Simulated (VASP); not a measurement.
# Mg (P6_3/mmc) in VASP: a series of runs

The runs below take Mg through single point, with BLYP+D3(BJ), SVWN5.

Program: VASP 6.6.1. These are calculated values, not measurements. Logs are shortened: lines on timing, memory, paths and dates and some standing lists are left out, and cuts for length are marked.

## 1. The cell of the first run

The structure is hexagonal, space group P6_3/mmc (No. 194). Conventional cell: a = 3.188 Å, b = 3.188 Å, c = 5.175 Å, α = 90.00°, β = 90.00°, γ = 120.00°. Within 4.2 Å of Mg (site symmetry -6m2) lie 12 Mg at 3.18 to 3.19 Å.

## 2. Single point, BLYP+D3(BJ)

File INCAR:

```
SYSTEM = Mg
PREC     = Accurate       ! precision mode
ENCUT    = 520            ! plane-wave cutoff, eV
EDIFF    = 1E-7           ! SCF threshold, eV
ISMEAR   = -1             ! smearing method
SIGMA    = 0.05           ! smearing width, eV
LREAL    = .False.        ! projectors in reciprocal space
LASPH    = .True.         ! aspherical terms in the spheres
NELM     = 100            ! most SCF steps
ALGO     = Normal         ! electronic algorithm
ISIF     = 2              ! what is computed and relaxed
LWAVE    = .False.        ! write WAVECAR
LCHARG   = .False.        ! write CHGCAR
GGA      = B5             ! functional
ALDAX    = 1.0          
AGGAX    = 1.0          
AGGAC    = 1.0          
ALDAC    = 0.0          
IVDW     = 12             ! dispersion correction
VDW_S6   = 1.0          
VDW_S8   = 2.6996       
VDW_A1   = 0.4298       
VDW_A2   = 4.2359       
NBANDS   = 9              ! bands
```

File KPOINTS:

```
regular mesh
0
Gamma
  10 10 5
  0 0 0
```

File POSCAR:

```
Mg
1.0
    3.1877604248      0.0000000000      0.0000000000
   -1.5938802124      2.7606815091      0.0000000000
    0.0000000000      0.0000000000      5.1753304900
Mg
2
Direct
    0.6666666667      0.3333333333      0.7500000000
    0.3333333333      0.6666666667      0.2500000000
```

Potentials or basis: VASP PAW PBE potentials, release 64 (Mg).

Launch:

```bash
$ cat potpaw_PBE.64/Mg/POTCAR > POTCAR
$ mpirun -np 1 vasp_std > vasp.out
```

OUTCAR:

```text
SYSTEM = Mg
   PREC = Accurate
   ENCUT = 520
   EDIFF = 1E-7
   ISMEAR = -1
   LREAL = .False.
   LASPH = .True.
   NELM = 100
   ISIF = 2
   GGA = B5
   IVDW = 12
 IVDW          = 12

 ion  position               nearest neighbor table
   1  0.667  0.333  0.750-   2 3.18   2 3.18   2 3.18   2 3.18   2 3.18   2 3.18
   2  0.333  0.667  0.250-   1 3.18   1 3.18   1 3.18   1 3.18   1 3.18   1 3.18

  LATTYP: Found a hexagonal cell.
 ALAT       =     3.1877604248
 C/A-ratio  =     1.6235004518

  Lattice vectors:

 A1 = (   3.1877604248,   0.0000000000,   0.0000000000)
 A2 = (  -1.5938802124,   2.7606815091,   0.0000000000)
 A3 = (   0.0000000000,   0.0000000000,   5.1753304900)

Analysis of symmetry for initial positions (statically):
=====================================================================
 Subroutine PRICEL returns:
 Original cell was already a primitive cell.

 Routine SETGRP: Setting up the symmetry group for a
 hexagonal supercell.

 Subroutine GETGRP returns: Found 24 space group operations
 (whereof 12 operations were pure point group operations)
 out of a pool of 24 trial point group operations.

The static configuration has the point symmetry D_3d.
 The point group associated with its full space group is D_6h.

Analysis of symmetry for dynamics (positions and initial velocities):
=====================================================================
 Subroutine PRICEL returns:
 Original cell was already a primitive cell.

 Routine SETGRP: Setting up the symmetry group for a
 hexagonal supercell.

 Subroutine GETGRP returns: Found 24 space group operations
 (whereof 12 operations were pure point group operations)
 out of a pool of 24 trial point group operations.

The dynamic configuration has the point symmetry D_3d.
 The point group associated with its full space group is D_6h.

 Subroutine INISYM returns: Found 24 space group operations
 (whereof 12 operations are pure point group operations),
 and found     1 'primitive' translations

----------------------------------------------------------------------------------------

                                     Primitive cell

  volume of cell :      45.5449

  direct lattice vectors                    reciprocal lattice vectors
     3.187760425  0.000000000  0.000000000     0.313699860  0.181114699  0.000000000
    -1.593880212  2.760681509  0.000000000     0.000000000  0.362229398  0.000000000
     0.000000000  0.000000000  5.175330490     0.000000000  0.000000000  0.193224375

  length of vectors
     3.187760425  3.187760425  5.175330490     0.362229398  0.362229398  0.193224375

  position of ions in fractional coordinates (direct lattice)
     0.666666667  0.333333333  0.750000000
     0.333333333  0.666666667  0.250000000

  ion indices of the primitive-cell ions
   primitive index   ion index
                 1           1
                 2           2

----------------------------------------------------------------------------------------

 KPOINTS: regular mesh

Automatic generation of k-mesh.
 Grid dimensions read from file:
 generate k-points for:   10   10    5

 Generating k-lattice:

  Cartesian coordinates                     Fractional coordinates (reciprocal lattice)
     0.031369986  0.018111470  0.000000000     0.100000000  0.000000000  0.000000000
     0.000000000  0.036222940  0.000000000     0.000000000  0.100000000  0.000000000
     0.000000000  0.000000000  0.038644875     0.000000000  0.000000000  0.200000000

  Length of vectors
     0.036222940  0.036222940  0.038644875

  Shift w.r.t. Gamma in fractional coordinates (k-lattice)
     0.000000000  0.000000000  0.000000000

 Subroutine IBZKPT returns following result:
 ===========================================

 Found     42 irreducible k-points:

 Following reciprocal coordinates:
            Coordinates               Weight
  0.000000  0.000000  0.000000      1.000000
  0.100000  0.000000  0.000000      6.000000
  0.200000  0.000000  0.000000      6.000000
  0.300000  0.000000  0.000000      6.000000
  0.400000  0.000000  0.000000      6.000000
  0.500000  0.000000  0.000000      3.000000
[... 16 lines left out ...]
  0.300000  0.100000  0.200000     24.000000
  0.400000  0.100000  0.200000     24.000000
 [... further k-points ...]
   k-points           NKPTS =     42   k-points in BZ     NKDIM =     42   number of bands    NBANDS=      9
   number of dos      NEDOS =    301   number of ions     NIONS =      2
   total plane-waves  NPLWV =  23040
   dimension x,y,z NGX =    24 NGY =   24 NGZ =   40
   dimension x,y,z NGXF=    48 NGYF=   48 NGZF=   80
   ions per type =               2
   NGX,Y,Z   is equivalent  to a cutoff of  12.52, 12.52, 12.85 a.u.
   NGXF,Y,Z  is equivalent  to a cutoff of  25.03, 25.03, 25.70 a.u.
 SYSTEM =  Mg
   PREC   = accura    normal or accurate (medium, high low for compatibility)
   ISTART =      0    job   : 0-new  1-cont  2-samecut
   ICHARG =      2    charge: 1-file 2-atom 10-const
   ISPIN  =      1    spin polarized calculation?
   LNONCOLLINEAR =      F non collinear calculations
   LSORBIT =      F    spin-orbit coupling
   LASPH  =      T    aspherical Exc in radial PAW
   ENCUT  =  520.0 eV  38.22 Ry    6.18 a.u.   5.93  5.93  9.62*2*pi/ulx,y,z
   NELM   =    100;   NELMIN=  2; NELMDL= -5     # of ELM steps
   EDIFF  = 0.1E-06   stopping-criterion for ELM
   LREAL  =      F    real-space projection
   EDIFFG = 0.1E-05   stopping-criterion for IOM
   NSW    =      0    number of steps for IOM
   IBRION =     -1    ionic relax: 0-MD 1-quasi-New 2-CG
   NFREE  =      0    steps in history (QN), initial steepest desc. (CG)
   ISIF   =      2    stress and relaxation
   ISYM   =      2    0-nonsym 1-usesym 2-fastsym
   POTIM  = 0.5000    time-step for ionic-motion
   TEBEG  =    0.0;   TEEND  =   0.0 temperature during run
   PSTRESS=    0.0 pullay stress
   NELECT =       4.0000    total number of electrons
   NUPDOWN=      -1.0000    fix difference up-down
   EMIN   =  10.00;   EMAX   =-10.00  energy-range for DOS
   EFERMI =   0.00;   METHOD = LEGACY
   ISMEAR =    -1;   SIGMA  =   0.05  broadening in eV -4-tet -1-fermi 0-gaus
   EFERMI_NEDOS =   21; number of points for ismear=-14 and -15
   IALGO  =     38    algorithm
   IMIX   =      4    mixing-type and parameters
     AMIX     =   0.40;   BMIX     =  1.00
     AMIX_MAG =   1.60;   BMIX_MAG =  1.00
  volume/ion in A,a.u.               =      22.77       153.68
  Fermi-wavevector in a.u.,A,eV,Ry     =   0.727693  1.375140  7.204788  0.529537
  Thomas-Fermi vector in A             =   1.818980
   LORBIT       =      0    0 simple, 1 ext, 2 COOP (PROOUT), +10 PAW based schemes
   GGA     = B5    functional components
   LHFCALC =     F    Hartree Fock is set to
   AEXX    =    0.0000 exact exchange contribution
   IVDW    =    12    specifies the selected vdW correction
   LEPSILON=     F    determine dielectric tensor
   LRPA    =     F    only Hartree local field effects (RPA)
 non-spin polarized calculation
  energy-cutoff  :      520.00
  volume of cell :       45.54
 maximum number of plane-waves:      1244
 NGX is ok and might be reduce to    24
   NGX = 11   NGY = 11   NGZ = 19

 number of electron       4.0000000 magnetization

 Free energy of the ion-electron system (eV)
  ---------------------------------------------------
  ext. energy  EPLUGINS =         0.00000000
  ---------------------------------------------------
  free energy    TOTEN  =        -1.48312861 eV

  energy without entropy =       -1.47089729  energy(sigma->0) =       -1.47701295

 E-fermi :   3.1451     XC(G=0):  -8.0746

 val. band max:        3.1325222104   @ k =   0.3000   0.3000   0.0000
 cond. band min:       3.2403897124   @ k =   0.3000   0.3000   0.0000
 fundamental gap:      0.1078675020
 Fermi energy:         3.1451005255

 k-point     1 :       0.0000    0.0000    0.0000
  band No.  band energies     occupation
      1      -3.8376      2.00000
      2       1.4958      2.00000
      3       1.8096      2.00000
      4      14.1004      0.00000
      5      14.1004      0.00000
      6      14.1143      0.00000
      7      14.1143      0.00000
      8      15.0180      0.00000
      9      16.5053      0.00000

 k-point     2 :       0.1000    0.0000    0.0000
  band No.  band energies     occupation
      1      -3.6398      2.00000
      2       1.6758      2.00000
      3       2.0027      2.00000
      4      11.2835      0.00000
      5      12.6226      0.00000
      6      13.4565      0.00000
      7      15.8217      0.00000
      8      15.8552      0.00000
      9      16.0034      0.00000

 k-point     3 :       0.2000    0.0000    0.0000
  band No.  band energies     occupation
      1      -3.0490      2.00000
      2       2.2161      2.00000
      3       2.5712      1.99998
      4       8.3053      0.00000
      5      11.4671      0.00000
      6      11.9806      0.00000
      7      13.0780      0.00000
      8      14.1160      0.00000
      9      16.0799      0.00000

 k-point     4 :       0.3000    0.0000    0.0000
  band No.  band energies     occupation
      1      -2.0724      2.00000
      2       3.1173      1.27079
      3       3.4409      0.00538
      4       5.6679      0.00000
      5      10.3011      0.00000
      6      10.3891      0.00000
      7      10.6442      0.00000
      8      12.4625      0.00000
      9      15.1531      0.00000
[... 205 lines left out ...]
 k-point    22 :       0.2000    0.1000    0.2000
  band No.  band energies     occupation
      1      -2.2397      2.00000
      2       1.0254      2.00000
      3       5.1902      0.00000
      4       7.2782      0.00000
      5       8.9451      0.00000
      6      10.4061      0.00000
      7      12.0441      0.00000
      8      14.0175      0.00000
      9      14.2569      0.00000

 k-point    23 :       0.3000    0.1000    0.2000
  band No.  band energies     occupation
      1      -1.0792      2.00000
      2       2.1258      2.00000
      3       4.5582      0.00000
      4       6.4083      0.00000
      5       7.5256      0.00000
      6       8.6736      0.00000
      7      11.2330      0.00000
      8      12.1171      0.00000
      9      13.9441      0.00000

 k-point    24 :       0.4000    0.1000    0.2000
  band No.  band energies     occupation
      1       0.4430      2.00000
      2       2.2692      2.00000
      3       3.7287      0.00002
      4       5.4831      0.00000
      5       7.4422      0.00000
      6       8.4157      0.00000
      7       9.8770      0.00000
      8      11.2127      0.00000
      9      13.6399      0.00000

 [... further k-points ...]

------------------------ aborting loop because EDIFF is reached ----------------------------------------

 Edisp (eV)   -1.31163

 E8    (eV) :    -0.9676

  FORCE on cell =-STRESS in cart. coord.  units (eV):
  Direction    XX          YY          ZZ          XY          YZ          ZX
  --------------------------------------------------------------------------------------
  -------------------------------------------------------------------------------------
  Total      -1.11127    -1.11127    -0.71327     0.00000     0.00000    -0.00000
  in kB     -39.09211   -39.09211   -25.09152     0.00000     0.00000    -0.00000
  external pressure =      -34.43 kB  Pullay stress =        0.00 kB

 VOLUME and BASIS-vectors are now :
 -----------------------------------------------------------------------------
  energy-cutoff  :      520.00
  volume of cell :       45.54
      direct lattice vectors                 reciprocal lattice vectors
     3.187760425  0.000000000  0.000000000     0.313699860  0.181114699  0.000000000
    -1.593880212  2.760681509  0.000000000     0.000000000  0.362229398  0.000000000
     0.000000000  0.000000000  5.175330490     0.000000000  0.000000000  0.193224375

 POSITION                                       TOTAL-FORCE (eV/Angst)
 -----------------------------------------------------------------------------------
      1.59388      0.92023      3.88150        -0.000000     -0.000000      0.000000
     -0.00000      1.84045      1.29383         0.000000      0.000000      0.000000
 -----------------------------------------------------------------------------------
    total drift:                                0.000000     -0.000000      0.000000

  FREE ENERGIE OF THE ION-ELECTRON SYSTEM (eV)
  ---------------------------------------------------
  free  energy   TOTEN  =        -2.7947607186 eV

  energy  without entropy=       -2.7825293975  energy(sigma->0) =       -2.78864506
```

Wall time 11 s (1 thread of Intel Xeon 6975P-C (Granite Rapids), shared host); peak memory 0.17 GiB.

Results:

```
Free energy                : -2.7948 eV
Pressure                   : -3.4 GPa
Band gap on the k mesh     : zero (band 2 reaches 3.82 eV, above the bottom of band 3 at 1.81 eV)
Dispersion energy per atom : -0.656 eV
```

Caveat: the PAW data sets were made with another functional, which shifts forces and pressure a little; pairwise dispersion overbinds metals, which lowers pressure and volume.

(Part 1 of 2 ends here.)
